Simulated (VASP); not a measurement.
Set up this calculation in VASP 6.6.1, as the native input.

```yaml
Task: relaxation of cell and atoms
Functional: r2SCAN
Potentials_or_basis: VASP PAW PBE potentials, release 64 (Al)
Cutoff: 600 eV
k_mesh: 6 × 6 × 4
Occupations: gaussian, width 0.1 eV
Spin: no spin polarisation
Dipole_correction: no
Further_INCAR_settings: ALGO = Normal; EDIFF = 1e-06; IBRION = 2; EDIFFG = -0.04; NSW = 90; ISIF = 3
```

The system is Al.

```
Al
1.0
     3.71573    0.00000    0.00000
    -1.85787    3.21792    0.00000
     0.00000    0.00000    4.21563
Al
3
Direct
  0.22540 0.00000 0.33333
  0.00000 0.22540 0.66667
  0.77460 0.77460 0.00000
```

The input as run:

POSCAR

```
Al
1.0
    3.7157348468      0.0000000000      0.0000000000
   -1.8578674235      3.2179207711      0.0000000000
    0.0000000000      0.0000000000      4.2156255675
Al
3
Direct
    0.2254000000      0.0000000000      0.3333333333
    0.0000000000      0.2254000000      0.6666666667
    0.7746000000      0.7746000000      0.0000000000
```

INCAR.step1

```
PREC = Accurate ; ENCUT = 600
ISMEAR = 0 ; SIGMA = 0.1
LREAL = False ; LASPH = True
NELM = 60 ; GGA = PE
ALGO = Normal ; EDIFF = 1E-4
LWAVE = True ; LCHARG = False
```

INCAR.step2

```
PREC = Accurate ; ENCUT = 600
EDIFF = 1E-6 ; ISMEAR = 0
SIGMA = 0.1 ; LREAL = False
LASPH = True ; NELM = 60
ALGO = Normal ; ISIF = 3
LWAVE = False ; LCHARG = False
METAGGA = R2SCAN ; LMIXTAU = True
IBRION = 2 ; NSW = 90
EDIFFG = -0.04 ; ISTART = 1
```

KPOINTS

```
regular mesh
0
Gamma
  6 6 4
```

Potentials or basis: VASP PAW PBE potentials, release 64 (Al).

Launch:

```bash
$ cat potpaw_PBE.64/Al/POTCAR > POTCAR
$ cp INCAR.step1 INCAR
$ mpirun -np 1 vasp_std > vasp.out
$ cp INCAR.step2 INCAR
$ mpirun -np 1 vasp_std > vasp.out
```

It gave:

- Relaxed volume: 19.65 Å³/atom
- Relaxed cell: a = 3.880 Å, b = 3.880 Å, c = 4.522 Å, α = 90.00°, β = 90.00°, γ = 120.00°
- Space group after relaxing (to 0.05 Å): R-3m (No. 166)
- Energy gained by relaxing: 1674.5 meV/atom
- Ionic steps: 13
- Pressure after relaxing: 0.0 GPa
- Largest force after relaxing: 0.004 eV/Å

Caveat: the k points lie up to 0.35 Å⁻¹ apart in the final cell; the volume moved by over 15 % at a fixed basis, so the end points are rough; the PAW data sets were made with another functional, which shifts forces and pressure a little.

Wall time 5.5 min on 1 thread of Intel(R) Xeon(R) Platinum 8488C (Sapphire Rapids), with other jobs on the host, peak memory 0.18 GiB.
